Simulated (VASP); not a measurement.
# Fe (Fm-3m) in VASP: notebook, part 3 of 3

VASP 6.6.1. The steps go on from the part before.

**6. Single point, LDA (volume scaled by 1.08)**

Input file INCAR:

```
ALGO = Normal
EDIFF = 1E-6
ENCUT = 520
GGA = CA
ISIF = 2
ISMEAR = -1
LASPH = T
LCHARG = T
LELF = T
LREAL = F
LVHAR = T
LWAVE = F
NBANDS = 10
NELM = 60
PREC = Accurate
SIGMA = 0.1
```

Input file KPOINTS:

```
k-points
0
Gamma
  18 18 18
```

Input file POSCAR:

```
Fe
1.0
    0.0000000000      1.7313406394      1.7313406394
    1.7313406394      0.0000000000      1.7313406394
    1.7313406394      1.7313406394      0.0000000000
Fe
1
Direct
    0.0000000000      0.0000000000      0.0000000000
```

Potentials or basis: VASP PAW LDA potentials, release 64 (Fe).

Launch:

```console
cat potpaw_LDA.64/Fe/POTCAR > POTCAR
mpirun -np 1 vasp_std > vasp.out
```

OUTCAR:

```text
EDIFF = 1E-6
   ENCUT = 520
   GGA = CA
   ISIF = 2
   ISMEAR = -1
   LASPH = T
   LREAL = F
   NELM = 60
   PREC = Accurate

 ion  position               nearest neighbor table
   1  0.000  0.000  0.000-

  LATTYP: Found a face centered cubic cell.
 ALAT       =     3.4626812788

  Lattice vectors:

 A1 = (   0.0000000000,   1.7313406394,   1.7313406394)
 A2 = (   1.7313406394,   0.0000000000,   1.7313406394)
 A3 = (   1.7313406394,   1.7313406394,   0.0000000000)

Analysis of symmetry for initial positions (statically):
=====================================================================
 Subroutine PRICEL returns:
 Original cell was already a primitive cell.

 Routine SETGRP: Setting up the symmetry group for a
 face centered cubic supercell.

 Subroutine GETGRP returns: Found 48 space group operations
 (whereof 48 operations were pure point group operations)
 out of a pool of 48 trial point group operations.

The static configuration has the point symmetry O_h .

Analysis of symmetry for dynamics (positions and initial velocities):
=====================================================================
 Subroutine PRICEL returns:
 Original cell was already a primitive cell.

 Routine SETGRP: Setting up the symmetry group for a
 face centered cubic supercell.

 Subroutine GETGRP returns: Found 48 space group operations
 (whereof 48 operations were pure point group operations)
 out of a pool of 48 trial point group operations.

The dynamic configuration has the point symmetry O_h .

 Subroutine INISYM returns: Found 48 space group operations
 (whereof 48 operations are pure point group operations),
 and found     1 'primitive' translations

----------------------------------------------------------------------------------------

                                     Primitive cell

  volume of cell :      10.3795

  direct lattice vectors                    reciprocal lattice vectors
     0.000000000  1.731340639  1.731340639    -0.288793545  0.288793545  0.288793545
     1.731340639  0.000000000  1.731340639     0.288793545 -0.288793545  0.288793545
     1.731340639  1.731340639  0.000000000     0.288793545  0.288793545 -0.288793545

  length of vectors
     2.448485413  2.448485413  2.448485413     0.500205092  0.500205092  0.500205092

  position of ions in fractional coordinates (direct lattice)
     0.000000000  0.000000000  0.000000000

  ion indices of the primitive-cell ions
   primitive index   ion index
                 1           1

----------------------------------------------------------------------------------------

 KPOINTS: k-points

Automatic generation of k-mesh.
 Grid dimensions read from file:
 generate k-points for:   18   18   18

 Generating k-lattice:

  Cartesian coordinates                     Fractional coordinates (reciprocal lattice)
    -0.016044086  0.016044086  0.016044086     0.055555556  0.000000000  0.000000000
     0.016044086 -0.016044086  0.016044086     0.000000000  0.055555556  0.000000000
     0.016044086  0.016044086 -0.016044086     0.000000000  0.000000000  0.055555556

  Length of vectors
     0.027789172  0.027789172  0.027789172

  Shift w.r.t. Gamma in fractional coordinates (k-lattice)
     0.000000000  0.000000000  0.000000000

 Subroutine IBZKPT returns following result:
 ===========================================

 Found    195 irreducible k-points:

 Following reciprocal coordinates:
            Coordinates               Weight
  0.000000  0.000000  0.000000      1.000000
  0.055556  0.000000  0.000000      8.000000
  0.111111  0.000000  0.000000      8.000000
  0.166667  0.000000  0.000000      8.000000
  0.222222  0.000000  0.000000      8.000000
  0.277778  0.000000  0.000000      8.000000
[... 16 lines left out ...]
 -0.277778  0.055556  0.000000     24.000000
 -0.222222  0.055556  0.000000     24.000000
 [... further k-points ...]
   k-points           NKPTS =    195   k-points in BZ     NKDIM =    195   number of bands    NBANDS=     10
   number of dos      NEDOS =    301   number of ions     NIONS =      1
   total plane-waves  NPLWV =   5832
   dimension x,y,z NGX =    18 NGY =   18 NGZ =   18
   dimension x,y,z NGXF=    36 NGYF=   36 NGZF=   36
   ions per type =               1
   NGX,Y,Z   is equivalent  to a cutoff of  12.22, 12.22, 12.22 a.u.
   NGXF,Y,Z  is equivalent  to a cutoff of  24.44, 24.44, 24.44 a.u.
 SYSTEM =  unknown system
   PREC   = accura    normal or accurate (medium, high low for compatibility)
   ISTART =      0    job   : 0-new  1-cont  2-samecut
   ICHARG =      2    charge: 1-file 2-atom 10-const
   ISPIN  =      1    spin polarized calculation?
   LNONCOLLINEAR =      F non collinear calculations
   LSORBIT =      F    spin-orbit coupling
   LASPH  =      T    aspherical Exc in radial PAW
   ENCUT  =  520.0 eV  38.22 Ry    6.18 a.u.   4.55  4.55  4.55*2*pi/ulx,y,z
   NELM   =     60;   NELMIN=  2; NELMDL= -5     # of ELM steps
   EDIFF  = 0.1E-05   stopping-criterion for ELM
   LREAL  =      F    real-space projection
   EDIFFG = 0.1E-04   stopping-criterion for IOM
   NSW    =      0    number of steps for IOM
   IBRION =     -1    ionic relax: 0-MD 1-quasi-New 2-CG
   NFREE  =      0    steps in history (QN), initial steepest desc. (CG)
   ISIF   =      2    stress and relaxation
   ISYM   =      2    0-nonsym 1-usesym 2-fastsym
   POTIM  = 0.5000    time-step for ionic-motion
   TEBEG  =    0.0;   TEEND  =   0.0 temperature during run
   PSTRESS=    0.0 pullay stress
   NELECT =       8.0000    total number of electrons
   NUPDOWN=      -1.0000    fix difference up-down
   EMIN   =  10.00;   EMAX   =-10.00  energy-range for DOS
   EFERMI =   0.00;   METHOD = LEGACY
   ISMEAR =    -1;   SIGMA  =   0.10  broadening in eV -4-tet -1-fermi 0-gaus
   EFERMI_NEDOS =   21; number of points for ismear=-14 and -15
   IALGO  =     38    algorithm
   IMIX   =      4    mixing-type and parameters
     AMIX     =   0.40;   BMIX     =  1.00
     AMIX_MAG =   1.60;   BMIX_MAG =  1.00
  volume/ion in A,a.u.               =      10.38        70.04
  Fermi-wavevector in a.u.,A,eV,Ry     =   1.500994  2.836467 30.653697  2.252983
  Thomas-Fermi vector in A             =   2.612422
   LORBIT       =      0    0 simple, 1 ext, 2 COOP (PROOUT), +10 PAW based schemes
   GGA     = CA    functional components
   LHFCALC =     F    Hartree Fock is set to
   AEXX    =    0.0000 exact exchange contribution
   IVDW    =     0    specifies the selected vdW correction
   LEPSILON=     F    determine dielectric tensor
   LRPA    =     F    only Hartree local field effects (RPA)
 non-spin polarized calculation
  energy-cutoff  :      520.00
  volume of cell :       10.38
 maximum number of plane-waves:       295
   NGX =  9   NGY =  9   NGZ =  9

 number of electron       8.0000005 magnetization

 Free energy of the ion-electron system (eV)
  ---------------------------------------------------
  ext. energy  EPLUGINS =         0.00000000
  ---------------------------------------------------
  free energy    TOTEN  =        -9.29326996 eV

  energy without entropy =       -9.23519462  energy(sigma->0) =       -9.26423229

 E-fermi :   6.4910     XC(G=0): -13.9679

 val. band max:        6.4888495830   @ k =   0.1667   0.0556   0.0000
 cond. band min:       6.5090408985   @ k =  -0.4444   0.4444   0.0556
 fundamental gap:      0.0201913156
 Fermi energy:         6.4909950314

 k-point     1 :       0.0000    0.0000    0.0000
  band No.  band energies     occupation
      1      -2.2112      2.00000
      2       4.8781      2.00000
      3       4.8781      2.00000
      4       4.8781      2.00000
      5       6.4181      1.34913
      6       6.4181      1.34913
      7      29.7766      0.00000
      8      35.0685      0.00000
      9      35.0685      0.00000
     10      35.0685      0.00000

 k-point     2 :       0.0556    0.0000    0.0000
  band No.  band energies     occupation
      1      -2.0809      2.00000
      2       4.8297      2.00000
      3       4.9162      2.00000
      4       4.9162      2.00000
      5       6.3996      1.42770
      6       6.3996      1.42770
      7      29.6341      0.00000
      8      33.5419      0.00000
      9      34.9100      0.00000
     10      34.9100      0.00000
[... 274 lines left out ...]
 k-point    24 :      -0.2222    0.0556    0.0000
  band No.  band energies     occupation
      1       0.0599      2.00000
      2       4.3085      2.00000
      3       5.1458      2.00000
      4       5.2211      1.99999
      5       6.2939      1.75546
      6       6.7569      0.13090
      7      23.2410      0.00000
      8      29.3408      0.00000
      9      32.9351      0.00000
     10      35.5504      0.00000

 [... further k-points ...]
[... 5 lines left out ...]
  --------------------------------------------------------------------------------------
  -------------------------------------------------------------------------------------
  Total       -1.4306198     -1.4306198     -1.4306198      0.0000000      0.0000000      0.0000000
  in kB     -220.8295821   -220.8295821   -220.8295821      0.0000000      0.0000000      0.0000000
  external PRESSURE =    -220.8295821 kB  Pullay stress =       0.0000000 kB

 VOLUME and BASIS-vectors are now :
 -----------------------------------------------------------------------------
  energy-cutoff  :      520.00
  volume of cell :       10.38
      direct lattice vectors                 reciprocal lattice vectors
     0.000000000  1.731340639  1.731340639    -0.288793545  0.288793545  0.288793545
     1.731340639  0.000000000  1.731340639     0.288793545 -0.288793545  0.288793545
     1.731340639  1.731340639  0.000000000     0.288793545  0.288793545 -0.288793545

 POSITION                                       TOTAL-FORCE (eV/Angst)
 -----------------------------------------------------------------------------------
      0.00000      0.00000      0.00000        -0.000000     -0.000000      0.000000
 -----------------------------------------------------------------------------------
    total drift:                                0.000000     -0.000000      0.000000

  FREE ENERGIE OF THE ION-ELECTRON SYSTEM (eV)
  ---------------------------------------------------
  free  energy   TOTEN  =        -9.2932699553 eV

  energy  without entropy=       -9.2351946224  energy(sigma->0) =       -9.26423229
```

OSZICAR:

```text
N       E                     dE             d eps       ncg     rms          rms(c)
DAV:   1     0.161590081553E+02    0.16159E+02   -0.43852E+03  4136   0.110E+03
DAV:   2    -0.103766722752E+02   -0.26536E+02   -0.24944E+02  3940   0.134E+02
DAV:   3    -0.109405719382E+02   -0.56390E+00   -0.56140E+00  4396   0.250E+01
DAV:   4    -0.109429439995E+02   -0.23721E-02   -0.23717E-02  4214   0.147E+00
DAV:   5    -0.109429633602E+02   -0.19361E-04   -0.19360E-04  4252   0.128E-01    0.122E+01
DAV:   6    -0.945276770568E+01    0.14902E+01   -0.14483E+01  4248   0.619E+01    0.226E+00
DAV:   7    -0.931563705003E+01    0.13713E+00   -0.94402E-01  4312   0.155E+01    0.728E-01
DAV:   8    -0.930008955714E+01    0.15547E-01   -0.99781E-03  5740   0.969E-01    0.339E-01
DAV:   9    -0.929325351882E+01    0.68360E-02   -0.50603E-03  5012   0.473E-01    0.591E-02
DAV:  10    -0.929326549560E+01   -0.11977E-04   -0.20732E-05  5092   0.625E-02    0.286E-02
DAV:  11    -0.929326994831E+01   -0.44527E-05   -0.21715E-06  3150   0.942E-03    0.945E-04
DAV:  12    -0.929326995534E+01   -0.70298E-08   -0.55310E-08  2020   0.236E-03
   1 F= -.92932700E+01 E0= -.92642323E+01  d E =-.580753E-01
```

Run time: 27 s. Hardware: 1 thread of AMD EPYC 7R13, shared host; peak memory 0.1 GiB.

Results:

| Property | Result |
| --- | --- |
| Free energy | -9.2933 eV |
| Pressure | -22.1 GPa |
| Band gap on the k mesh | zero (band 4 reaches 7.74 eV, above the bottom of band 5 at 5.80 eV) |

Caveat: the run has no spin polarisation, though such a crystal can be magnetic.

**7. Overview**

```tsv
cell	gap on the mesh (eV)	pressure (GPa)
a = 2.321 Å, angles 60.0°, 1 atom	none	34.2
a = 2.354 Å, angles 60.0°, 1 atom	none	15.1
a = 2.386 Å, angles 60.0°, 1 atom	none	-0.2
a = 2.418 Å, angles 60.0°, 1 atom	none	-12.4
a = 2.448 Å, angles 60.0°, 1 atom	none	-22.1
```

Alike in all rows: task single point; level LDA; potentials or basis VASP PAW LDA potentials, release 64 (Fe); no spin polarisation; k mesh 18 × 18 × 18; cutoff (eV) 520; smearing fermi-dirac 0.1 eV.

Caveats: the run has no spin polarisation, though such a crystal can be magnetic.

Total energies depend on the potentials used, so only differences within one code and one set of settings carry meaning.
